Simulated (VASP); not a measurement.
# Al (P6_3/mmc) in VASP: a series of runs

Al is run at these levels: LDA, PBEsol; tasks: electric field gradients.

Program: VASP 6.6.1. These are calculated values, not measurements. Logs are shortened: lines on timing, memory, paths and dates and some standing lists are left out, and cuts for length are marked.

## Step 1: The cell of the first run

Symmetry: P6_3/mmc, No. 194, hexagonal system. Conventional cell: a = 2.833 Å, b = 2.833 Å, c = 4.596 Å, α = 90.00°, β = 90.00°, γ = 120.00°. Within 3.7 Å of Al (site symmetry -6m2) lie 12 Al at 2.82 to 2.83 Å.

## Step 2: Electric field gradients, LDA (functional lda, volume scaled by 0.96)

The input, INCAR:

```
PREC = Accurate
ENCUT = 520
EDIFF = 1E-8
ISMEAR = -1
SIGMA = 0.03
LREAL = F
LASPH = T
NELM = 100
ALGO = Normal
ISIF = 2
LWAVE = F
LCHARG = F
GGA = CA
LEFG = T
NBANDS = 10
```

The input, KPOINTS:

```
Automatic mesh
0
Gamma
  18 18 10
```

The input, POSCAR:

```
Al
1.0
    2.8329329771      0.0000000000      0.0000000000
   -1.4164664885      2.4533919254      0.0000000000
    0.0000000000      0.0000000000      4.5956719135
Al
2
Direct
    0.3333333333      0.6666666667      0.2500000000
    0.6666666667      0.3333333333      0.7500000000
```

Potentials or basis: VASP PAW LDA potentials, release 64 (Al).

Run with:

```
cat potpaw_LDA.64/Al/POTCAR > POTCAR
mpirun -np 1 vasp_std > vasp.out
```

OUTCAR:

```text
PREC = Accurate
   ENCUT = 520
   EDIFF = 1E-8
   ISMEAR = -1
   LREAL = F
   LASPH = T
   NELM = 100
   ISIF = 2
   GGA = CA

 ion  position               nearest neighbor table
   1  0.333  0.667  0.250-   2 2.82   2 2.82   2 2.82   2 2.82   2 2.82   2 2.82
   2  0.667  0.333  0.750-   1 2.82   1 2.82   1 2.82   1 2.82   1 2.82   1 2.82

  LATTYP: Found a hexagonal cell.
 ALAT       =     2.8329329771
 C/A-ratio  =     1.6222310766

  Lattice vectors:

 A1 = (   2.8329329771,   0.0000000000,   0.0000000000)
 A2 = (  -1.4164664885,   2.4533919254,   0.0000000000)
 A3 = (   0.0000000000,   0.0000000000,   4.5956719135)

Analysis of symmetry for initial positions (statically):
=====================================================================
 Subroutine PRICEL returns:
 Original cell was already a primitive cell.

 Routine SETGRP: Setting up the symmetry group for a
 hexagonal supercell.

 Subroutine GETGRP returns: Found 24 space group operations
 (whereof 12 operations were pure point group operations)
 out of a pool of 24 trial point group operations.

The static configuration has the point symmetry D_3d.
 The point group associated with its full space group is D_6h.

Analysis of symmetry for dynamics (positions and initial velocities):
=====================================================================
 Subroutine PRICEL returns:
 Original cell was already a primitive cell.

 Routine SETGRP: Setting up the symmetry group for a
 hexagonal supercell.

 Subroutine GETGRP returns: Found 24 space group operations
 (whereof 12 operations were pure point group operations)
 out of a pool of 24 trial point group operations.

The dynamic configuration has the point symmetry D_3d.
 The point group associated with its full space group is D_6h.

 Subroutine INISYM returns: Found 24 space group operations
 (whereof 12 operations are pure point group operations),
 and found     1 'primitive' translations

----------------------------------------------------------------------------------------

                                     Primitive cell

  volume of cell :      31.9413

[... 127 lines left out ...]

 Free energy of the ion-electron system (eV)
  ---------------------------------------------------
  ext. energy  EPLUGINS =         0.00000000
  ---------------------------------------------------
  free energy    TOTEN  =        -8.31158271 eV

  energy without entropy =       -8.30850557  energy(sigma->0) =       -8.31004414

 E-fermi :   8.1439     XC(G=0): -10.4662

 val. band max:        8.1430520986   @ k =   0.3333   0.3333   0.3000
 cond. band min:       8.1547698105   @ k =   0.2778   0.0000   0.2000
 fundamental gap:      0.0117177119
 Fermi energy:         8.1439466586

 k-point     1 :       0.0000    0.0000    0.0000
  band No.  band energies     occupation
      1      -3.1954      2.00000
      2       3.4940      2.00000
      3       3.7724      2.00000
      4      18.7404      0.00000
      5      18.7404      0.00000
      6      19.1610      0.00000
      7      19.1610      0.00000
      8      20.4569      0.00000
      9      22.3058      0.00000
     10      22.8558      0.00000
[... 287 lines left out ...]
 k-point    24 :       0.3889    0.1111    0.0000
  band No.  band energies     occupation
      1       1.7779      2.00000
      2       4.3620      2.00000
      3       8.1320      1.19632
      4       8.6288      0.00000
      5      10.4409      0.00000
      6      10.8114      0.00000
      7      11.9580      0.00000
      8      17.1913      0.00000
      9      17.4703      0.00000
     10      18.5710      0.00000

 [... further k-points ...]
[... 5 lines left out ...]
  --------------------------------------------------------------------------------------
  -------------------------------------------------------------------------------------
  Total       -0.0225308     -0.0225308     -0.0165381     -0.0000000     -0.0000000      0.0000000
  in kB       -1.1301470     -1.1301470     -0.8295518     -0.0000000     -0.0000000      0.0000000
  external PRESSURE =      -1.0299486 kB  Pullay stress =       0.0000000 kB

 VOLUME and BASIS-vectors are now :
 -----------------------------------------------------------------------------
  energy-cutoff  :      520.00
  volume of cell :       31.94
      direct lattice vectors                 reciprocal lattice vectors
     2.832932977  0.000000000  0.000000000     0.352991055  0.203799481  0.000000000
    -1.416466489  2.453391925  0.000000000     0.000000000  0.407598961  0.000000000
     0.000000000  0.000000000  4.595671914     0.000000000  0.000000000  0.217596038

 POSITION                                       TOTAL-FORCE (eV/Angst)
 -----------------------------------------------------------------------------------
     -0.00000      1.63559      1.14892         0.000000      0.000000      0.000000
      1.41647      0.81780      3.44675        -0.000000     -0.000000      0.000000
 -----------------------------------------------------------------------------------
    total drift:                               -0.000000      0.000000     -0.000000

  FREE ENERGIE OF THE ION-ELECTRON SYSTEM (eV)
  ---------------------------------------------------
  free  energy   TOTEN  =        -8.3115827096 eV

  energy  without entropy=       -8.3085055652  energy(sigma->0) =       -8.31004414

 Electric field gradients (V/A^2)
---------------------------------------------------------------------
 ion       V_xx      V_yy      V_zz      V_xy      V_xz      V_yz
---------------------------------------------------------------------
   1       0.503     0.503    -1.007    -0.000     0.000    -0.000
   2       0.503     0.503    -1.007    -0.000    -0.000     0.000
---------------------------------------------------------------------

 Electric field gradients after diagonalization (V/A^2)
 (convention: |V_zz| > |V_xx| > |V_yy|)
----------------------------------------------------------------------
 ion       V_xx      V_yy      V_zz     asymmetry (V_yy - V_xx)/ V_zz
----------------------------------------------------------------------
   1       0.503     0.503    -1.007       0.000
   2       0.503     0.503    -1.007       0.000
----------------------------------------------------------------------

           NMR quadrupolar parameters

 Cq : quadrupolar parameter    Cq=e*Q*V_zz/h
 eta: asymmetry parameters     (V_yy - V_xx)/ V_zz
 Q  : nuclear electric quadrupole moment in mb (millibarn)
----------------------------------------------------------------------
 ion       Cq(MHz)       eta       Q (mb)
----------------------------------------------------------------------
   1      -0.002       0.000       1.000
   2      -0.002       0.000       1.000
----------------------------------------------------------------------
```

OSZICAR:

```text
N       E                     dE             d eps       ncg     rms          rms(c)
DAV:   1    -0.685156651311E+00   -0.68516E+00   -0.23252E+03  4440   0.476E+02
DAV:   2    -0.821219175746E+01   -0.75270E+01   -0.72182E+01  5786   0.548E+01
DAV:   3    -0.837353441259E+01   -0.16134E+00   -0.15987E+00  5968   0.649E+00
DAV:   4    -0.837403886667E+01   -0.50445E-03   -0.50437E-03  5292   0.412E-01
DAV:   5    -0.837404119443E+01   -0.23278E-05   -0.23290E-05  5396   0.285E-02    0.198E+00
DAV:   6    -0.833597123155E+01    0.38070E-01   -0.51507E-03  4988   0.326E-01    0.111E+00
DAV:   7    -0.831176971681E+01    0.24202E-01   -0.11863E-02  4726   0.484E-01    0.193E-01
DAV:   8    -0.831158319039E+01    0.18653E-03   -0.15023E-04  6148   0.671E-02    0.146E-02
DAV:   9    -0.831158276013E+01    0.43027E-06   -0.62036E-07  5208   0.472E-03    0.193E-03
DAV:  10    -0.831158270849E+01    0.51640E-07   -0.38739E-08  5838   0.950E-04    0.989E-04
DAV:  11    -0.831158270959E+01   -0.10996E-08   -0.10464E-09  3100   0.207E-04
   1 F= -.83115827E+01 E0= -.83100441E+01  d E =-.307714E-02
```

Wall time 33 s (1 thread of Intel Xeon Platinum 8259CL at 2.50GHz (Skylake/Cascade Lake), shared host); peak memory 0.17 GiB.

Results:

| Property | Result |
| --- | --- |
| Free energy | -8.3116 eV |
| Pressure | -0.1 GPa |
| Band gap on the k mesh | zero (band 3 reaches 12.41 eV, above the bottom of band 4 at 4.86 eV) |

Electric field gradients, principal values (V/Å²):
| atom | least | middle | greatest (by size) |
| --- | --- | --- | --- |
| 1 Al | 0.503 | 0.503 | -1.007 |
| 2 Al | 0.503 | 0.503 | -1.007 |

Caveat: the cell differs from its parent crystal (functional lda, volume scaled by 0.96); without QUAD_EFG the Cq values of the log hold for a quadrupole moment of 1 mb, not for the nuclei.

## Step 3: Electric field gradients, PBEsol

This run uses another cell than the first one, of 16.64 Å³/atom, 1.042 times its volume.

The input, INCAR:

```
SYSTEM = Al
ALGO     = Normal         ! electronic algorithm
EDIFF    = 1E-8           ! SCF threshold, eV
ENCUT    = 520            ! plane-wave cutoff, eV
GGA      = PS             ! functional
ISIF     = 2              ! what is computed and relaxed
ISMEAR   = -1             ! smearing method
LASPH    = .TRUE.         ! aspherical terms in the spheres
LCHARG   = .FALSE.        ! write CHGCAR
LEFG     = .TRUE.       
LREAL    = .FALSE.        ! projectors in reciprocal space
LWAVE    = .FALSE.        ! write WAVECAR
NBANDS   = 10             ! bands
NELM     = 80             ! most SCF steps
PREC     = Accurate       ! precision mode
SIGMA    = 0.03           ! smearing width, eV
```

The input, KPOINTS:

```
k-points
0
G
  18 18 10
  0 0 0
```

The input, POSCAR:

```
Al
1.0
    2.8717451011      0.0000000000      0.0000000000
   -1.4358725505      2.4870042108      0.0000000000
    0.0000000000      0.0000000000      4.6586341472
Al
2
Direct
    0.3333333333      0.6666666667      0.2500000000
    0.6666666667      0.3333333333      0.7500000000
```

Potentials or basis: VASP PAW PBE potentials, release 64 (Al).

Run with:

```
cat potpaw_PBE.64/Al/POTCAR > POTCAR
mpirun -np 1 vasp_std > vasp.out
```

OUTCAR:

```text
SYSTEM = Al
   EDIFF = 1E-8
   ENCUT = 520
   GGA = PS
   ISIF = 2
   ISMEAR = -1
   LASPH = .TRUE.
   LREAL = .FALSE.
   NELM = 80
   PREC = Accurate

 ion  position               nearest neighbor table
   1  0.333  0.667  0.250-   2 2.86   2 2.86   2 2.86   2 2.86   2 2.86   2 2.86
   2  0.667  0.333  0.750-   1 2.86   1 2.86   1 2.86   1 2.86   1 2.86   1 2.86

  LATTYP: Found a hexagonal cell.
 ALAT       =     2.8717451011
 C/A-ratio  =     1.6222310766

  Lattice vectors:

 A1 = (   2.8717451011,   0.0000000000,   0.0000000000)
 A2 = (  -1.4358725505,   2.4870042108,   0.0000000000)
 A3 = (   0.0000000000,   0.0000000000,   4.6586341472)

Analysis of symmetry for initial positions (statically):
=====================================================================
 Subroutine PRICEL returns:
 Original cell was already a primitive cell.

 Routine SETGRP: Setting up the symmetry group for a
 hexagonal supercell.

 Subroutine GETGRP returns: Found 24 space group operations
 (whereof 12 operations were pure point group operations)
 out of a pool of 24 trial point group operations.

The static configuration has the point symmetry D_3d.
 The point group associated with its full space group is D_6h.

Analysis of symmetry for dynamics (positions and initial velocities):
=====================================================================
 Subroutine PRICEL returns:
 Original cell was already a primitive cell.

 Routine SETGRP: Setting up the symmetry group for a
 hexagonal supercell.

 Subroutine GETGRP returns: Found 24 space group operations
 (whereof 12 operations were pure point group operations)
 out of a pool of 24 trial point group operations.

The dynamic configuration has the point symmetry D_3d.
 The point group associated with its full space group is D_6h.

 Subroutine INISYM returns: Found 24 space group operations
 (whereof 12 operations are pure point group operations),
 and found     1 'primitive' translations

----------------------------------------------------------------------------------------

                                     Primitive cell

  volume of cell :      33.2722

  direct lattice vectors                    reciprocal lattice vectors
     2.871745101  0.000000000  0.000000000     0.348220321  0.201045096  0.000000000
    -1.435872551  2.487004211  0.000000000     0.000000000  0.402090192  0.000000000
     0.000000000  0.000000000  4.658634147     0.000000000  0.000000000  0.214655190

  length of vectors
     2.871745101  2.871745101  4.658634147     0.402090192  0.402090192  0.214655190

  position of ions in fractional coordinates (direct lattice)
     0.333333333  0.666666667  0.250000000
     0.666666667  0.333333333  0.750000000

  ion indices of the primitive-cell ions
   primitive index   ion index
                 1           1
                 2           2

----------------------------------------------------------------------------------------

 KPOINTS: k-points

[... 76 lines left out ...]
   TEBEG  =    0.0;   TEEND  =   0.0 temperature during run
   PSTRESS=    0.0 pullay stress
   NELECT =       6.0000    total number of electrons
   NUPDOWN=      -1.0000    fix difference up-down
   EMIN   =  10.00;   EMAX   =-10.00  energy-range for DOS
   EFERMI =   0.00;   METHOD = LEGACY
   ISMEAR =    -1;   SIGMA  =   0.03  broadening in eV -4-tet -1-fermi 0-gaus
   EFERMI_NEDOS =   21; number of points for ismear=-14 and -15
   IALGO  =     38    algorithm
   IMIX   =      4    mixing-type and parameters
     AMIX     =   0.40;   BMIX     =  1.00
     AMIX_MAG =   1.60;   BMIX_MAG =  1.00
  volume/ion in A,a.u.               =      16.64       112.27
  Fermi-wavevector in a.u.,A,eV,Ry     =   0.924907  1.747822 11.639154  0.855454
  Thomas-Fermi vector in A             =   2.050704
   LORBIT       =      0    0 simple, 1 ext, 2 COOP (PROOUT), +10 PAW based schemes
   GGA     = PS    functional components
   LHFCALC =     F    Hartree Fock is set to
   AEXX    =    0.0000 exact exchange contribution
   IVDW    =     0    specifies the selected vdW correction
   LEPSILON=     F    determine dielectric tensor
   LRPA    =     F    only Hartree local field effects (RPA)
 non-spin polarized calculation
  energy-cutoff  :      520.00
  volume of cell :       33.27
 maximum number of plane-waves:       917
 NGX is ok and might be reduce to    24
   NGX = 11   NGY = 11   NGZ = 17

 number of electron       6.0000000 magnetization

 Free energy of the ion-electron system (eV)
  ---------------------------------------------------
  ext. energy  EPLUGINS =         0.00000000
  ---------------------------------------------------
  free energy    TOTEN  =        -8.11231067 eV

  energy without entropy =       -8.10910079  energy(sigma->0) =       -8.11070573

 E-fermi :   7.8724     XC(G=0): -10.2282

 val. band max:        7.8660337845   @ k =   0.3889   0.1667   0.2000
 cond. band min:       7.8795681204   @ k =   0.3889   0.1111   0.0000
 fundamental gap:      0.0135343359
 Fermi energy:         7.8724433956

 k-point     1 :       0.0000    0.0000    0.0000
  band No.  band energies     occupation
      1      -3.2111      2.00000
      2       3.3417      2.00000
      3       3.5760      2.00000
      4      18.2397      0.00000
      5      18.2397      0.00000
      6      18.6941      0.00000
      7      18.6941      0.00000
      8      19.9798      0.00000
      9      21.6835      0.00000
     10      22.2367      0.00000
[... 287 lines left out ...]
 k-point    24 :       0.3889    0.1111    0.0000
  band No.  band energies     occupation
      1       1.6453      2.00000
      2       4.1769      2.00000
      3       7.8796      0.88181
      4       8.3290      0.00000
      5      10.1331      0.00000
      6      10.5075      0.00000
      7      11.5320      0.00000
      8      16.7547      0.00000
      9      16.9651      0.00000
     10      18.0655      0.00000

 [... further k-points ...]
[... 5 lines left out ...]
  --------------------------------------------------------------------------------------
  -------------------------------------------------------------------------------------
  Total       -0.2970743     -0.2970743     -0.2966406     -0.0000000      0.0000000      0.0000000
  in kB      -14.3052243    -14.3052243    -14.2843384     -0.0000000      0.0000000      0.0000000
  external PRESSURE =     -14.2982623 kB  Pullay stress =       0.0000000 kB

 VOLUME and BASIS-vectors are now :
 -----------------------------------------------------------------------------
  energy-cutoff  :      520.00
  volume of cell :       33.27
      direct lattice vectors                 reciprocal lattice vectors
     2.871745101  0.000000000  0.000000000     0.348220321  0.201045096  0.000000000
    -1.435872551  2.487004211  0.000000000     0.000000000  0.402090192  0.000000000
     0.000000000  0.000000000  4.658634147     0.000000000  0.000000000  0.214655190

 POSITION                                       TOTAL-FORCE (eV/Angst)
 -----------------------------------------------------------------------------------
     -0.00000      1.65800      1.16466        -0.000000      0.000000      0.000000
      1.43587      0.82900      3.49398         0.000000     -0.000000      0.000000
 -----------------------------------------------------------------------------------
    total drift:                               -0.000000      0.000000     -0.000000

  FREE ENERGIE OF THE ION-ELECTRON SYSTEM (eV)
  ---------------------------------------------------
  free  energy   TOTEN  =        -8.1123106658 eV

  energy  without entropy=       -8.1091007852  energy(sigma->0) =       -8.11070573

 Electric field gradients (V/A^2)
---------------------------------------------------------------------
 ion       V_xx      V_yy      V_zz      V_xy      V_xz      V_yz
---------------------------------------------------------------------
   1       0.483     0.483    -0.966    -0.000     0.000    -0.000
   2       0.483     0.483    -0.966    -0.000    -0.000     0.000
---------------------------------------------------------------------

 Electric field gradients after diagonalization (V/A^2)
 (convention: |V_zz| > |V_xx| > |V_yy|)
----------------------------------------------------------------------
 ion       V_xx      V_yy      V_zz     asymmetry (V_yy - V_xx)/ V_zz
----------------------------------------------------------------------
   1       0.483     0.483    -0.966       0.000
   2       0.483     0.483    -0.966       0.000
----------------------------------------------------------------------

           NMR quadrupolar parameters

 Cq : quadrupolar parameter    Cq=e*Q*V_zz/h
 eta: asymmetry parameters     (V_yy - V_xx)/ V_zz
 Q  : nuclear electric quadrupole moment in mb (millibarn)
----------------------------------------------------------------------
 ion       Cq(MHz)       eta       Q (mb)
----------------------------------------------------------------------
   1      -0.002       0.000       1.000
   2      -0.002       0.000       1.000
----------------------------------------------------------------------
```

Run time: 38 s. Hardware: 1 thread of Intel Xeon Platinum 8259CL at 2.50GHz (Skylake/Cascade Lake), shared host; peak memory 0.19 GiB.

What came out:

* Free energy: -8.1123 eV
* Pressure: -1.4 GPa
* Band gap on the k mesh: zero (band 3 reaches 12.06 eV, above the bottom of band 4 at 4.64 eV)

Electric field gradients, principal values (V/Å²):
| atom | least | middle | greatest (by size) |
| --- | --- | --- | --- |
| 1 Al | 0.483 | 0.483 | -0.966 |
| 2 Al | 0.483 | 0.483 | -0.966 |

Caveat: without QUAD_EFG the Cq values of the log hold for a quadrupole moment of 1 mb, not for the nuclei; the PAW data sets were made with another functional, which shifts forces and pressure a little.
